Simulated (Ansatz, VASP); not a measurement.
# One calculation of CaS, two programs

```
CELL_PARAMETERS angstrom
0.01391 2.78917 2.78917
2.78917 0.01391 2.78917
2.78917 2.78917 0.01391
ATOMIC_POSITIONS crystal
Ca 0.00000 0.00000 0.00000
S 0.50000 0.50000 0.50000
```

Change from the starting cell: equal xy, yz and zx engineering shears of +0.5 %.

Alike in both runs: functional LDA; k mesh 6 × 6 × 6; no spin polarisation.

Ansatz relaxed the structure, and its values are those at the end. VASP's run is a single point on that final structure, the one shown.

|  | VASP | Ansatz |
| --- | --- | --- |
| version | VASP 6.6.1 | Ansatz 0.2.0 |
| potentials or method | VASP PAW LDA potentials, release 64 (Ca_sv, S), cutoff 500 eV | all-electron LAPW, scalar-relativistic |
| occupations | gaussian, width 0.01 eV | fixed |

```tsv
	VASP	Ansatz	Ansatz less VASP
gap on the k mesh at the Fermi level (eV)	1.95	1.96	+0.012
pressure (GPa)	0.3	0.0	-0.26
```

LDA's correlation is that of Perdew and Zunger in VASP and of Perdew and Wang (1992) in Ansatz. Ansatz ran all-electron here, and VASP with PAW potentials.
